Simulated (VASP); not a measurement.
# Cu2Re (Fm-3m) in VASP: a series of runs, part 2 of 2

VASP 6.6.1. Earlier steps stand in the parts before.

## 5. Single point, PBE

This run uses another cell than the first one, of 15.82 Å³/atom.

The input, INCAR:

```
SYSTEM = Cu2Re
  PREC = Accurate
  ENCUT = 520
  EDIFF = 1E-6
  ISMEAR = 0
  SIGMA = 0.1
  LREAL = .FALSE.
  LASPH = .TRUE.
  NELM = 60
  ALGO = Normal
  ISIF = 2
  LWAVE = .FALSE.
  LCHARG = .FALSE.
  GGA = PE
  NBANDS = 22
```

The input, KPOINTS:

```
Automatic mesh
0
G
  14 14 14
  0 0 0
```

The input, POSCAR:

```
Cu2Re
1.0
    0.0000000000      2.8739112626      2.8739112626
    2.8739112626      0.0000000000      2.8739112626
    2.8739112626      2.8739112626      0.0000000000
Cu Re
2 1
Direct
    0.2500000000      0.2500000000      0.2500000000
    0.7500000000      0.7500000000      0.7500000000
    0.0000000000      0.0000000000      0.0000000000
```

Potentials or basis: VASP PAW PBE potentials, release 64 (Cu, Re).

Launch:

```
> cat potpaw_PBE.64/Cu/POTCAR potpaw_PBE.64/Re/POTCAR > POTCAR
> mpirun -np 1 vasp_std > vasp.out
```

OUTCAR:

```text
SYSTEM = Cu2Re
   PREC = Accurate
   ENCUT = 520
   EDIFF = 1E-6
   ISMEAR = 0
   LREAL = .FALSE.
   LASPH = .TRUE.
   NELM = 60
   ISIF = 2
   GGA = PE

 ion  position               nearest neighbor table
   1  0.250  0.250  0.250-   3 2.49   3 2.49   3 2.49   3 2.49
   2  0.750  0.750  0.750-   3 2.49   3 2.49   3 2.49   3 2.49
   3  0.000  0.000  0.000-   2 2.49   2 2.49   2 2.49   1 2.49   2 2.49   1 2.49   1 2.49   1 2.49

  LATTYP: Found a face centered cubic cell.
 ALAT       =     5.7478225252

  Lattice vectors:

 A1 = (   0.0000000000,   2.8739112626,   2.8739112626)
 A2 = (   2.8739112626,   0.0000000000,   2.8739112626)
 A3 = (   2.8739112626,   2.8739112626,   0.0000000000)

Analysis of symmetry for initial positions (statically):
=====================================================================
 Subroutine PRICEL returns:
 Original cell was already a primitive cell.

 Routine SETGRP: Setting up the symmetry group for a
 face centered cubic supercell.

 Subroutine GETGRP returns: Found 48 space group operations
 (whereof 48 operations were pure point group operations)
 out of a pool of 48 trial point group operations.

The static configuration has the point symmetry O_h .

Analysis of symmetry for dynamics (positions and initial velocities):
=====================================================================
 Subroutine PRICEL returns:
 Original cell was already a primitive cell.

 Routine SETGRP: Setting up the symmetry group for a
 face centered cubic supercell.

 Subroutine GETGRP returns: Found 48 space group operations
 (whereof 48 operations were pure point group operations)
 out of a pool of 48 trial point group operations.

The dynamic configuration has the point symmetry O_h .

 Subroutine INISYM returns: Found 48 space group operations
 (whereof 48 operations are pure point group operations),
 and found     1 'primitive' translations

----------------------------------------------------------------------------------------

[... 113 lines left out ...]
     AMIX     =   0.40;   BMIX     =  1.00
     AMIX_MAG =   1.60;   BMIX_MAG =  1.00
  volume/ion in A,a.u.               =      15.82       106.79
  Fermi-wavevector in a.u.,A,eV,Ry     =   1.389070  2.624962 26.252653  1.929516
  Thomas-Fermi vector in A             =   2.513136
   LORBIT       =      0    0 simple, 1 ext, 2 COOP (PROOUT), +10 PAW based schemes
   GGA     = PE    functional components
   LHFCALC =     F    Hartree Fock is set to
   AEXX    =    0.0000 exact exchange contribution
   IVDW    =     0    specifies the selected vdW correction
   LEPSILON=     F    determine dielectric tensor
   LRPA    =     F    only Hartree local field effects (RPA)
 non-spin polarized calculation
 Gauss-broadening in eV      SIGMA  =   0.10
  energy-cutoff  :      520.00
  volume of cell :       47.47
 maximum number of plane-waves:      1299
   NGX = 15   NGY = 15   NGZ = 15

 number of electron      28.9999995 magnetization

 Free energy of the ion-electron system (eV)
  ---------------------------------------------------
  ext. energy  EPLUGINS =         0.00000000
  ---------------------------------------------------
  free energy    TOTEN  =       -16.16113071 eV

  energy without entropy =      -16.13612060  energy(sigma->0) =      -16.14862565

 E-fermi :   5.5137     XC(G=0): -11.7476

 val. band max:        5.5078222582   @ k =  -0.4286   0.3571   0.1429
 cond. band min:       5.5173170156   @ k =  -0.4286   0.2857   0.1429
 fundamental gap:      0.0094947574
 Fermi energy:         5.5136711784

 k-point     1 :       0.0000    0.0000    0.0000
  band No.  band energies     occupation
      1      -2.8319      2.00000
      2       0.8426      2.00000
      3       0.8426      2.00000
      4       1.6543      2.00000
      5       1.6543      2.00000
      6       1.6543      2.00000
[... 589 lines left out ...]
     21      14.8453      0.00000
     22      16.5074      0.00000

 [... further k-points ...]

------------------------ aborting loop because EDIFF is reached ----------------------------------------

  FORCE on cell =-STRESS in cart. coord.  units (eV):
  Direction    XX          YY          ZZ          XY          YZ          ZX
  --------------------------------------------------------------------------------------
  -------------------------------------------------------------------------------------
  Total        0.0624612      0.0624612      0.0624612      0.0000000      0.0000000      0.0000000
  in kB        2.1080020      2.1080020      2.1080020      0.0000000      0.0000000      0.0000000
  external PRESSURE =       2.1080020 kB  Pullay stress =       0.0000000 kB

 VOLUME and BASIS-vectors are now :
 -----------------------------------------------------------------------------
  energy-cutoff  :      520.00
  volume of cell :       47.47
      direct lattice vectors                 reciprocal lattice vectors
     0.000000000  2.873911263  2.873911263    -0.173978928  0.173978928  0.173978928
     2.873911263  0.000000000  2.873911263     0.173978928 -0.173978928  0.173978928
     2.873911263  2.873911263  0.000000000     0.173978928  0.173978928 -0.173978928

 POSITION                                       TOTAL-FORCE (eV/Angst)
 -----------------------------------------------------------------------------------
      1.43696      1.43696      1.43696         0.000000      0.000000     -0.000000
      4.31087      4.31087      4.31087        -0.000000     -0.000000      0.000000
      0.00000      0.00000      0.00000         0.000000     -0.000000      0.000000
 -----------------------------------------------------------------------------------
    total drift:                               -0.000000      0.000000      0.000000

  FREE ENERGIE OF THE ION-ELECTRON SYSTEM (eV)
  ---------------------------------------------------
  free  energy   TOTEN  =       -16.1611307058 eV

  energy  without entropy=      -16.1361206025  energy(sigma->0) =      -16.14862565
```

OSZICAR:

```text
N       E                     dE             d eps       ncg     rms          rms(c)
DAV:   1     0.171053817918E+03    0.17105E+03   -0.13173E+04  6620   0.191E+03
DAV:   2    -0.927642626819E+01   -0.18033E+03   -0.16903E+03  6960   0.389E+02
DAV:   3    -0.193206521353E+02   -0.10044E+02   -0.91630E+01  6614   0.105E+02
DAV:   4    -0.196075198704E+02   -0.28687E+00   -0.28283E+00  7412   0.165E+01
DAV:   5    -0.196111016826E+02   -0.35818E-02   -0.35797E-02  6206   0.159E+00    0.257E+01
DAV:   6    -0.218961564244E+02   -0.22851E+01   -0.43355E+01  7282   0.232E+02    0.175E+01
DAV:   7    -0.161356974057E+02    0.57605E+01   -0.12836E+01  6982   0.103E+02    0.252E+00
DAV:   8    -0.162162688097E+02   -0.80571E-01   -0.12371E+00  9106   0.186E+01    0.200E+00
DAV:   9    -0.161777505839E+02    0.38518E-01   -0.48735E-02  9058   0.683E+00    0.147E+00
DAV:  10    -0.161771657016E+02    0.58488E-03   -0.12016E-02  5784   0.259E+00    0.103E+00
DAV:  11    -0.161613195120E+02    0.15846E-01   -0.47433E-02  7990   0.847E+00    0.180E-01
DAV:  12    -0.161613533644E+02   -0.33852E-04   -0.44831E-03  8772   0.851E-01    0.123E-01
DAV:  13    -0.161614000978E+02   -0.46733E-04   -0.42864E-05  8690   0.102E-01    0.134E-01
DAV:  14    -0.161611419599E+02    0.25814E-03   -0.30089E-04  8090   0.752E-01    0.282E-02
DAV:  15    -0.161611312225E+02    0.10737E-04   -0.57192E-05  8870   0.148E-01    0.146E-02
DAV:  16    -0.161611307058E+02    0.51669E-06   -0.32970E-06  5042   0.461E-02
   1 F= -.16161131E+02 E0= -.16148626E+02  d E =-.250101E-01
```

It took 3.4 min on 1 thread of Intel Xeon 8259CL, shared host; peak memory 0.25 GiB.

Results:

```
Free energy            : -16.1611 eV
Pressure               : 0.2 GPa
Band gap on the k mesh : zero (an odd number of electrons rules out a gap without spin polarisation)
```

Caveat: spin-orbit coupling is left out, which moves the levels of the heavy elements.

## 6. Relaxation of cell and atoms, PBE

This run uses another cell than the first one, of 15.82 Å³/atom.

The input, INCAR:

```
SYSTEM = Cu2Re
  ALGO = Fast
  EDIFF = 1E-6
  EDIFFG = -0.01
  ENCUT = 600
  GGA = PE
  IBRION = 2
  ISIF = 3
  ISMEAR = 0
  LASPH = .True.
  LCHARG = .False.
  LREAL = .False.
  LWAVE = .False.
  NELM = 100
  NSW = 100
  PREC = Accurate
  SIGMA = 0.1
```

The input, KPOINTS:

```
k-points
0
Gamma
  14 14 14
  0 0 0
```

POSCAR is that of step 5.

Potentials or basis: VASP PAW PBE potentials, release 64 (Cu, Re).

Launch:

```
> cat potpaw_PBE.64/Cu/POTCAR potpaw_PBE.64/Re/POTCAR > POTCAR
> mpirun -np 1 vasp_std > vasp.out
```

It took 3.1 min on 1 thread of Intel Xeon 8259CL, shared host; peak memory 0.27 GiB.

The run converged. Its results:

| Quantity | Value |
| --- | --- |
| Free energy | -16.1622 eV |
| Pressure after relaxing | 0.0 GPa |
| Band gap on the k mesh | zero (an odd number of electrons rules out a gap without spin polarisation) |

Final structure:
```
Cu Re
1.0
     0.00000    2.87391    2.87391
     2.87391    0.00000    2.87391
     2.87391    2.87391    0.00000
Cu Re
2 1
Direct
  0.25000 0.25000 0.25000
  0.75000 0.75000 0.75000
  0.00000 0.00000 0.00000
```

Levels at points of the mesh, in eV from the Fermi level:
| k point | band 10 | band 11 | band 12 | band 13 | band 14 | band 15 | band 16 | band 17 | band 18 |
| --- | --- | --- | --- | --- | --- | --- | --- | --- | --- |
| (0.00, 0.00, 0.00) | -2.59 | -2.59 | -1.71 | -1.71 | -1.71 | 0.38 | 0.38 | 7.67 | 9.42 |
| (0.50, 0.00, 0.00) | -3.29 | -3.29 | -2.89 | -0.95 | -0.95 | 0.40 | 0.40 | 0.76 | 5.61 |
| (0.50, 0.50, 0.00) | -2.97 | -2.61 | -1.73 | -1.31 | -0.39 | 0.40 | 1.35 | 1.39 | 1.39 |

Caveat: the relaxation stopped at its first step, so nothing moved; spin-orbit coupling is left out, which moves the levels of the heavy elements.

## 7. The runs side by side

| task | cell | k mesh | cutoff (eV) | gap on the mesh (eV) | pressure (GPa) |
| --- | --- | --- | --- | --- | --- |
| single point | a = 3.809 Å, angles 60.0°, 3 atoms | 6 × 6 × 6 | 520 | none | 47.2 |
| single point | a = 4.064 Å, angles 60.0°, 3 atoms | 6 × 6 × 6 | 520 | none | 0.2 |
| relaxation of cell and atoms | relaxed from a = 3.809 Å, angles 60.0°, 3 atoms | 6 × 6 × 6 | 600 | none | -0.4 |
| single point | a = 4.064 Å, angles 60.0°, 3 atoms | 14 × 14 × 14 | 520 | none | 0.2 |
| relaxation of cell and atoms | relaxed from a = 4.064 Å, angles 60.0°, 3 atoms | 14 × 14 × 14 | 600 | none | 0.0 |

Alike in all rows: level PBE; potentials or basis VASP PAW PBE potentials, release 64 (Cu, Re); no spin polarisation; smearing gaussian 0.1 eV.

Caveats: spin-orbit coupling is left out, which moves the levels of the heavy elements; the cell stands under pressure (at least some runs); the volume moved by over 15 % at a fixed basis, so the end points are rough (at least some runs); the relaxation stopped at its first step, so nothing moved (at least some runs).

Total energies depend on the potentials used, so only differences within one code and one set of settings carry meaning.
